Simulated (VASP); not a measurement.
# K (Im-3m) in VASP: notebook

The runs below take K through single point, relaxation of cell and atoms, with PBEsol.

Everything below comes from runs of VASP 6.6.1. Logs are shortened: lines on timing, memory, paths and dates and some standing lists are left out, and cuts for length are marked.

## Step 1: The cell of the first run

Symmetry: Im-3m, No. 229, cubic system. Conventional cell: a = 4.079 Å, b = 4.079 Å, c = 4.079 Å, α = 90.00°, β = 90.00°, γ = 90.00°. Within 4.6 Å of K (site symmetry m-3m) lie 14 K at 3.53 to 4.08 Å.

## Step 2: Single point, PBEsol

INCAR reads:

```
ALGO = Fast
EDIFF = 1E-6
ENCUT = 520
GGA = PS
ISIF = 2
ISMEAR = 0
LASPH = T
LCHARG = T
LELF = T
LREAL = F
LVHAR = T
LWAVE = F
NBANDS = 10
NELM = 100
PREC = Accurate
SIGMA = 0.1
```

KPOINTS reads:

```
k-points
0
Gamma
  6 6 6
```

POSCAR reads:

```
K
1.0
   -2.0394069903      2.0394069903      2.0394069903
    2.0394069903     -2.0394069903      2.0394069903
    2.0394069903      2.0394069903     -2.0394069903
K
1
Direct
    0.0000000000      0.0000000000      0.0000000000
```

Potentials or basis: VASP PAW PBE potentials, release 64 (K_sv).

The run is started by

```
cat potpaw_PBE.64/K_sv/POTCAR > POTCAR
mpirun -np 1 vasp_std > vasp.out
```

OUTCAR:

```text
EDIFF = 1E-6
   ENCUT = 520
   GGA = PS
   ISIF = 2
   ISMEAR = 0
   LASPH = T
   LREAL = F
   NELM = 100
   PREC = Accurate

 ion  position               nearest neighbor table
   1  0.000  0.000  0.000-

  LATTYP: Found a body centered cubic cell.
 ALAT       =     4.0788139806

  Lattice vectors:

 A1 = (  -2.0394069903,   2.0394069903,   2.0394069903)
 A2 = (   2.0394069903,  -2.0394069903,   2.0394069903)
 A3 = (   2.0394069903,   2.0394069903,  -2.0394069903)

Analysis of symmetry for initial positions (statically):
=====================================================================
 Subroutine PRICEL returns:
 Original cell was already a primitive cell.

 Routine SETGRP: Setting up the symmetry group for a
 body centered cubic supercell.

 Subroutine GETGRP returns: Found 48 space group operations
 (whereof 48 operations were pure point group operations)
 out of a pool of 48 trial point group operations.

The static configuration has the point symmetry O_h .

Analysis of symmetry for dynamics (positions and initial velocities):
=====================================================================
 Subroutine PRICEL returns:
 Original cell was already a primitive cell.

 Routine SETGRP: Setting up the symmetry group for a
 body centered cubic supercell.

 Subroutine GETGRP returns: Found 48 space group operations
 (whereof 48 operations were pure point group operations)
 out of a pool of 48 trial point group operations.

The dynamic configuration has the point symmetry O_h .

 Subroutine INISYM returns: Found 48 space group operations
 (whereof 48 operations are pure point group operations),
 and found     1 'primitive' translations

----------------------------------------------------------------------------------------

                                     Primitive cell

  volume of cell :      33.9291

  direct lattice vectors                    reciprocal lattice vectors
    -2.039406990  2.039406990  2.039406990     0.000000000  0.245169308  0.245169308
     2.039406990 -2.039406990  2.039406990     0.245169308  0.000000000  0.245169308
     2.039406990  2.039406990 -2.039406990     0.245169308  0.245169308  0.000000000

  length of vectors
     3.532356525  3.532356525  3.532356525     0.346721760  0.346721760  0.346721760

  position of ions in fractional coordinates (direct lattice)
     0.000000000  0.000000000  0.000000000

  ion indices of the primitive-cell ions
[... 70 lines left out ...]
   NFREE  =      0    steps in history (QN), initial steepest desc. (CG)
   ISIF   =      2    stress and relaxation
   ISYM   =      2    0-nonsym 1-usesym 2-fastsym
   POTIM  = 0.5000    time-step for ionic-motion
   TEBEG  =    0.0;   TEEND  =   0.0 temperature during run
   PSTRESS=    0.0 pullay stress
   NELECT =       9.0000    total number of electrons
   NUPDOWN=      -1.0000    fix difference up-down
   EMIN   =  10.00;   EMAX   =-10.00  energy-range for DOS
   EFERMI =   0.00;   METHOD = LEGACY
   ISMEAR =     0;   SIGMA  =   0.10  broadening in eV -4-tet -1-fermi 0-gaus
   EFERMI_NEDOS =   21; number of points for ismear=-14 and -15
   IALGO  =     68    algorithm
   IMIX   =      4    mixing-type and parameters
     AMIX     =   0.40;   BMIX     =  1.00
     AMIX_MAG =   1.60;   BMIX_MAG =  1.00
  volume/ion in A,a.u.               =      33.93       228.96
  Fermi-wavevector in a.u.,A,eV,Ry     =   1.051877  1.987760 15.054111  1.106446
  Thomas-Fermi vector in A             =   2.186938
   LORBIT       =      0    0 simple, 1 ext, 2 COOP (PROOUT), +10 PAW based schemes
   GGA     = PS    functional components
   LHFCALC =     F    Hartree Fock is set to
   AEXX    =    0.0000 exact exchange contribution
   IVDW    =     0    specifies the selected vdW correction
   LEPSILON=     F    determine dielectric tensor
   LRPA    =     F    only Hartree local field effects (RPA)
 non-spin polarized calculation
 RMM-DIIS sequential band-by-band and
 Gauss-broadening in eV      SIGMA  =   0.10
  energy-cutoff  :      520.00
  volume of cell :       33.93
 maximum number of plane-waves:       935
 NGX is ok and might be reduce to    28
   NGX = 13   NGY = 13   NGZ = 13

 number of electron       9.0000001 magnetization

 Free energy of the ion-electron system (eV)
  ---------------------------------------------------
  ext. energy  EPLUGINS =         0.00000000
  ---------------------------------------------------
  free energy    TOTEN  =        -0.42335350 eV

  energy without entropy =       -0.41096333  energy(sigma->0) =       -0.41715842

 E-fermi :   2.4651     XC(G=0):  -8.0644

 val. band max:        2.3580435103   @ k =   0.5000   0.0000   0.0000
 cond. band min:       2.4964273288   @ k =   0.3333   0.1667  -0.0000
 fundamental gap:      0.1383838186
 Fermi energy:         2.4650620242

 k-point     1 :       0.0000    0.0000    0.0000
  band No.  band energies     occupation
      1     -29.6709      2.00000
      2     -12.8685      2.00000
      3     -12.8685      2.00000
      4     -12.8685      2.00000
      5      -0.9396      2.00000
      6       7.0691      0.00000
      7       7.0691      0.00000
      8       7.0691      0.00000
      9       8.7132      0.00000
     10       8.7132      0.00000
[... 183 lines left out ...]
 k-point    16 :       0.5000    0.5000    0.5000
  band No.  band energies     occupation
      1     -29.4767      2.00000
      2     -13.3665      2.00000
      3     -13.3665      2.00000
      4     -13.3665      2.00000
      5       2.9782      0.00000
      6       2.9782      0.00000
      7       8.9142      0.00000
      8       8.9142      0.00000
      9       8.9142      0.00000
     10      10.7233      0.00000

------------------------ aborting loop because EDIFF is reached ----------------------------------------

  FORCE on cell =-STRESS in cart. coord.  units (eV):
  Direction    XX          YY          ZZ          XY          YZ          ZX
  --------------------------------------------------------------------------------------
  -------------------------------------------------------------------------------------
  Total        2.2074268      2.2074268      2.2074268      0.0000000     -0.0000000     -0.0000000
  in kB      104.2377893    104.2377893    104.2377893      0.0000000     -0.0000000     -0.0000000
  external PRESSURE =     104.2377893 kB  Pullay stress =       0.0000000 kB

 VOLUME and BASIS-vectors are now :
 -----------------------------------------------------------------------------
  energy-cutoff  :      520.00
  volume of cell :       33.93
      direct lattice vectors                 reciprocal lattice vectors
    -2.039406990  2.039406990  2.039406990     0.000000000  0.245169308  0.245169308
     2.039406990 -2.039406990  2.039406990     0.245169308  0.000000000  0.245169308
     2.039406990  2.039406990 -2.039406990     0.245169308  0.245169308  0.000000000

 POSITION                                       TOTAL-FORCE (eV/Angst)
 -----------------------------------------------------------------------------------
      0.00000      0.00000      0.00000        -0.000000      0.000000      0.000000
 -----------------------------------------------------------------------------------
    total drift:                               -0.000000     -0.000000     -0.000000

  FREE ENERGIE OF THE ION-ELECTRON SYSTEM (eV)
  ---------------------------------------------------
  free  energy   TOTEN  =        -0.4233535030 eV

  energy  without entropy=       -0.4109633273  energy(sigma->0) =       -0.41715842
```

OSZICAR:

```text
N       E                     dE             d eps       ncg     rms          rms(c)
DAV:   1     0.553722744489E+02    0.55372E+02   -0.42677E+03   320   0.771E+02
DAV:   2     0.113490268478E+01   -0.54237E+02   -0.52625E+02   354   0.215E+02
DAV:   3    -0.390085645576E+00   -0.15250E+01   -0.15206E+01   452   0.308E+01
DAV:   4    -0.428728836686E+00   -0.38643E-01   -0.38630E-01   392   0.390E+00
DAV:   5    -0.433346280066E+00   -0.46174E-02   -0.46173E-02   480   0.896E-01    0.523E+00
RMM:   6    -0.422838885622E+00    0.10507E-01   -0.16704E-02   365   0.119E+00    0.352E+00
RMM:   7    -0.423909231973E+00   -0.10703E-02   -0.29014E-02   391   0.132E+00    0.329E-01
RMM:   8    -0.423254984338E+00    0.65425E-03   -0.66817E-03   382   0.912E-01    0.130E-01
RMM:   9    -0.423368327413E+00   -0.11334E-03   -0.11244E-03   476   0.163E-01    0.114E-01
RMM:  10    -0.423415357421E+00   -0.47030E-04   -0.26096E-04   489   0.937E-02    0.120E-01
RMM:  11    -0.423437953018E+00   -0.22596E-04   -0.52701E-04   437   0.226E-01    0.202E-01
RMM:  12    -0.423477965391E+00   -0.40012E-04   -0.66209E-05   460   0.657E-02    0.154E-01
RMM:  13    -0.423365541093E+00    0.11242E-03   -0.68574E-05   402   0.765E-02    0.492E-02
RMM:  14    -0.423351688373E+00    0.13853E-04   -0.43516E-05   440   0.551E-02    0.221E-03
RMM:  15    -0.423355469272E+00   -0.37809E-05   -0.70108E-06   435   0.227E-02    0.162E-02
RMM:  16    -0.423353647766E+00    0.18215E-05   -0.46157E-06   377   0.142E-02    0.445E-03
RMM:  17    -0.423353503000E+00    0.14477E-06   -0.21229E-06   303   0.851E-03
   1 F= -.42335350E+00 E0= -.41715842E+00  d E =-.123902E-01
```

stdout:

```text
POSCAR found type information on POSCAR K
 POSCAR found :  1 types and       1 ions
 scaLAPACK will be used
 -----------------------------------------------------------------------------
|                                                                             |
|                                                                             |
|     You enforced a specific xc type in the INCAR file but a different       |
|     I HOPE YOU KNOW WHAT YOU ARE DOING!                                     |
|                                                                             |
 -----------------------------------------------------------------------------

 LDA part: xc-table for (Slater+PW92), standard interpolation
 POSCAR, INCAR and KPOINTS ok, starting setup
 FFT: planning ... GRIDC
 FFT: planning ... GRID_SOFT
 FFT: planning ... GRID
 WAVECAR not read
 entering main loop
```

Run time: 17 s. Hardware: 1 thread of Intel Xeon 8259CL, shared host; peak memory 0.15 GiB.

What came out:

| Property | Result |
| --- | --- |
| Free energy | -0.4234 eV |
| Pressure | 10.4 GPa |
| Band gap on the k mesh | zero (an odd number of electrons rules out a gap without spin polarisation) |

Levels at points of the mesh, in eV from the Fermi level:
| k point | band 1 | band 2 | band 3 | band 4 | band 5 | band 6 | band 7 | band 8 |
| --- | --- | --- | --- | --- | --- | --- | --- | --- |
| (0.00, 0.00, 0.00) | -32.14 | -15.33 | -15.33 | -15.33 | -3.40 | 4.60 | 4.60 | 4.60 |
| (0.50, 0.00, 0.00) | -32.02 | -16.11 | -15.56 | -15.35 | -0.11 | 1.67 | 2.81 | 6.32 |
| (0.50, 0.50, 0.50) | -31.94 | -15.83 | -15.83 | -15.83 | 0.51 | 0.51 | 6.45 | 6.45 |

Caveat: the k points lie up to 0.36 Å⁻¹ apart, too coarse for converged energies and pressures of a metal; the PAW data sets were made with another functional, which shifts forces and pressure a little.

## Step 3: Single point, PBEsol

This run uses another cell than the first one, of 70.12 Å³/atom.

INCAR reads:

```
  PREC = Accurate
  ENCUT = 520
  EDIFF = 1E-6
  ISMEAR = 0
  SIGMA = 0.1
  LREAL = False
  LASPH = True
  NELM = 80
  ALGO = Fast
  ISIF = 2
  LWAVE = False
  LCHARG = False
  GGA = PS
  NBANDS = 10
```

KPOINTS reads:

```
Automatic mesh
0
Gamma
  8 8 8
```

POSCAR reads:

```
K
1.0
   -2.5977473737      2.5977473737      2.5977473737
    2.5977473737     -2.5977473737      2.5977473737
    2.5977473737      2.5977473737     -2.5977473737
K
1
Direct
    0.0000000000      0.0000000000      0.0000000000
```

Potentials or basis: VASP PAW PBE potentials, release 64 (K_sv).

The run is started by

```
cat potpaw_PBE.64/K_sv/POTCAR > POTCAR
mpirun -np 1 vasp_std > vasp.out
```

It took 44 s on 1 thread of Intel Xeon 8259CL, shared host; peak memory 0.2 GiB.

The run converged. Its results:

```
Free energy            : -1.1294 eV
Pressure               : 0.0 GPa
Band gap on the k mesh : zero (an odd number of electrons rules out a gap without spin polarisation)
```

Levels at points of the mesh, in eV from the Fermi level:
| k point | band 1 | band 2 | band 3 | band 4 | band 5 | band 6 | band 7 | band 8 |
| --- | --- | --- | --- | --- | --- | --- | --- | --- |
| (0.00, 0.00, 0.00) | -32.00 | -15.51 | -15.51 | -15.51 | -2.27 | 4.30 | 4.30 | 4.30 |
| (0.50, 0.00, 0.00) | -32.00 | -15.59 | -15.54 | -15.51 | 0.40 | 0.67 | 3.14 | 4.94 |
| (0.50, 0.50, 0.50) | -31.99 | -15.57 | -15.57 | -15.57 | 1.61 | 1.61 | 3.56 | 3.56 |

Caveat: the PAW data sets were made with another functional, which shifts forces and pressure a little.

## Step 4: Relaxation of cell and atoms, PBEsol

INCAR reads:

```
PREC = Accurate
ENCUT = 600
EDIFF = 1E-6
ISMEAR = 0
SIGMA = 0.1
LREAL = F
LASPH = T
NELM = 100
ALGO = Normal
ISIF = 3
LWAVE = F
LCHARG = F
GGA = PS
IBRION = 2
NSW = 80
EDIFFG = -0.05
```

KPOINTS is that of step 3.

POSCAR reads:

```
K
1.0
   -2.0394069903      2.0394069903      2.0394069903
    2.0394069903     -2.0394069903      2.0394069903
    2.0394069903      2.0394069903     -2.0394069903
K
1
Direct
    0.0000000000      0.0000000000      0.0000000000
```

The run is started by

```
cat potpaw_PBE.64/K_sv/POTCAR > POTCAR
mpirun -np 1 vasp_std > vasp.out
```

It took 89 s on 1 thread of Intel Xeon 8259CL, shared host; peak memory 0.16 GiB.

Results (log left out):

```yaml
Free_energy: -1.1259 eV
Relaxed_volume: 71.12 Å³/atom
Relaxed_cell: a = 4.521 Å, b = 4.521 Å, c = 4.521 Å, α = 109.47°, β = 109.47°, γ = 109.47°
Space_group_after_relaxing_to_0.1_Å: Im-3m (No. 229)
Energy_gained_by_relaxing: 688.1 meV/atom
Ionic_steps: 6
Pressure_after_relaxing: 0.0 GPa
Band_gap_on_the_k_mesh: zero (an odd number of electrons rules out a gap without spin polarisation)
```

Step by step:
| step | energy change (eV) | largest force (eV/Å) | pressure (GPa) | volume (Å³) |
| --- | --- | --- | --- | --- |
| 1 | 0.0000 | 0.0000 | 10.41 | 33.93 |
| 2 | -0.4863 | 0.0000 | 3.66 | 45.94 |
| 3 | -0.6573 | 0.0000 | 0.98 | 59.03 |
| 4 | -0.6326 | 0.0000 | -0.67 | 92.23 |
| 5 | -0.6864 | 0.0000 | -0.16 | 73.83 |
| 6 | -0.6881 | 0.0000 | -0.02 | 71.12 |

Final structure:
```
K
1.0
    -2.61000    2.61000    2.61000
     2.61000   -2.61000    2.61000
     2.61000    2.61000   -2.61000
K
1
Cartesian
  0.0000 0.0000 0.0000
```

Levels at points of the mesh, in eV from the Fermi level:
```csv
k point,band 1,band 2,band 3,band 4,band 5,band 6,band 7,band 8
"(0.00, 0.00, 0.00)",-32.01,-15.52,-15.52,-15.52,-2.25,4.29,4.29,4.29
"(0.50, 0.00, 0.00)",-32.01,-15.60,-15.54,-15.52,0.40,0.66,3.14,4.91
"(0.50, 0.50, 0.50)",-32.00,-15.57,-15.57,-15.57,1.62,1.62,3.52,3.52
```

Caveat: the volume moved by over 15 % at a fixed basis, so the end points are rough; the PAW data sets were made with another functional, which shifts forces and pressure a little.

## Step 5: Single point, PBEsol

This run uses another cell than the first one, of 70.12 Å³/atom.

INCAR reads:

```
SYSTEM = K
ALGO = Normal ; EDIFF = 1E-6
ENCUT = 520 ; GGA = PS
ISIF = 2 ; ISMEAR = 0
LASPH = .True. ; LCHARG = .False.
LREAL = .False. ; LWAVE = .False.
NBANDS = 10 ; NELM = 60
PREC = Accurate ; SIGMA = 0.1
```

KPOINTS reads:

```
k-points
0
Gamma
  12 12 12
  0 0 0
```

POSCAR reads:

```
K
1.0
   -2.5977473737      2.5977473737      2.5977473737
    2.5977473737     -2.5977473737      2.5977473737
    2.5977473737      2.5977473737     -2.5977473737
K
1
Direct
    0.0000000000      0.0000000000      0.0000000000
```

The run is started by

```
cat potpaw_PBE.64/K_sv/POTCAR > POTCAR
mpirun -np 1 vasp_std > vasp.out
```

It took 59 s on 1 thread of Intel Xeon 8259CL, shared host; peak memory 0.22 GiB.

The run converged. Its results:

```
Free energy            : -1.1343 eV
Pressure               : 0.0 GPa
Band gap on the k mesh : zero (an odd number of electrons rules out a gap without spin polarisation)
```

Levels at points of the mesh, in eV from the Fermi level:
| k point | band 2 | band 3 | band 4 | band 5 | band 6 | band 7 |
| --- | --- | --- | --- | --- | --- | --- |
| (0.00, 0.00, 0.00) | -15.46 | -15.46 | -15.46 | -2.21 | 4.36 | 4.36 |
| (0.50, 0.00, 0.00) | -15.54 | -15.48 | -15.46 | 0.46 | 0.73 | 3.19 |
| (0.50, 0.50, 0.50) | -15.51 | -15.51 | -15.51 | 1.66 | 1.66 | 3.61 |

Caveat: the PAW data sets were made with another functional, which shifts forces and pressure a little.

## Step 6: Relaxation of cell and atoms, PBEsol

This run uses another cell than the first one, of 70.12 Å³/atom.

INCAR reads:

```
PREC     = Accurate       # precision mode
ENCUT    = 600            # plane-wave cutoff, eV
EDIFF    = 1E-7           # SCF threshold, eV
ISMEAR   = 0              # smearing method
SIGMA    = 0.1            # smearing width, eV
LREAL    = False          # projectors in reciprocal space
LASPH    = True           # aspherical terms in the spheres
NELM     = 100            # most SCF steps
ALGO     = Fast           # electronic algorithm
ISIF     = 3              # what is computed and relaxed
LWAVE    = False          # write WAVECAR
LCHARG   = False          # write CHGCAR
GGA      = PS             # functional
IBRION   = 2              # ionic algorithm
NSW      = 80             # ionic steps
EDIFFG   = -0.01          # ionic threshold
```

KPOINTS reads:

```
Automatic mesh
0
Gamma
  12 12 12
```

POSCAR is that of step 5.

Potentials or basis: VASP PAW PBE potentials, release 64 (K_sv).

The run is started by

```
cat potpaw_PBE.64/K_sv/POTCAR > POTCAR
mpirun -np 1 vasp_std > vasp.out
```

Wall time 5.1 min (1 thread of Intel Xeon 8259CL, shared host); peak memory 0.24 GiB.

Results (log left out):

- Free energy: -1.1344 eV
- Relaxed volume: 71.29 Å³/atom
- Relaxed cell: a = 4.524 Å, b = 4.524 Å, c = 4.524 Å, α = 109.47°, β = 109.47°, γ = 109.47°
- Space group after relaxing (to 0.1 Å): Im-3m (No. 229)
- Energy gained by relaxing: 0.1 meV/atom
- Ionic steps: 4
- Pressure after relaxing: 0.0 GPa
- Band gap on the k mesh: zero (an odd number of electrons rules out a gap without spin polarisation)

Final structure:
```
CELL_PARAMETERS angstrom
-2.61211 2.61211 2.61211
2.61211 -2.61211 2.61211
2.61211 2.61211 -2.61211
ATOMIC_POSITIONS crystal
K 0.00000 0.00000 0.00000
```

Levels at points of the mesh, in eV from the Fermi level:
```tsv
k point	band 1	band 2	band 3	band 4	band 5	band 6	band 7	band 8
(0.00, 0.00, 0.00)	-31.96	-15.47	-15.47	-15.47	-2.19	4.34	4.34	4.34
(0.50, 0.00, 0.00)	-31.95	-15.54	-15.49	-15.47	0.46	0.72	3.19	4.96
(0.50, 0.50, 0.50)	-31.95	-15.52	-15.52	-15.52	1.67	1.67	3.56	3.56
```

Caveat: the PAW data sets were made with another functional, which shifts forces and pressure a little.

## Step 7: Overview

```csv
task,cell,k mesh,cutoff (eV),gap on the mesh (eV),pressure (GPa),relaxed volume (Å³/atom)
single point,"a = 3.532 Å, angles 109.5°, 1 atom",6 × 6 × 6,520,none,10.4,-
single point,"a = 4.499 Å, angles 109.5°, 1 atom",8 × 8 × 8,520,none,0.0,-
relaxation of cell and atoms,"relaxed from a = 3.532 Å, angles 109.5°, 1 atom",8 × 8 × 8,600,none,0.0,71.12
single point,"a = 4.499 Å, angles 109.5°, 1 atom",12 × 12 × 12,520,none,0.0,-
relaxation of cell and atoms,"relaxed from a = 4.499 Å, angles 109.5°, 1 atom",12 × 12 × 12,600,none,0.0,71.29
```

Alike in all rows: level PBEsol; potentials or basis VASP PAW PBE potentials, release 64 (K_sv); no spin polarisation; smearing gaussian 0.1 eV.

Caveats: some runs use coarse meshes; the PAW data sets were made with another functional, which shifts forces and pressure a little; the volume moved by over 15 % at a fixed basis, so the end points are rough (at least some runs).

Total energies depend on the potentials used, so only differences within one code and one set of settings carry meaning.
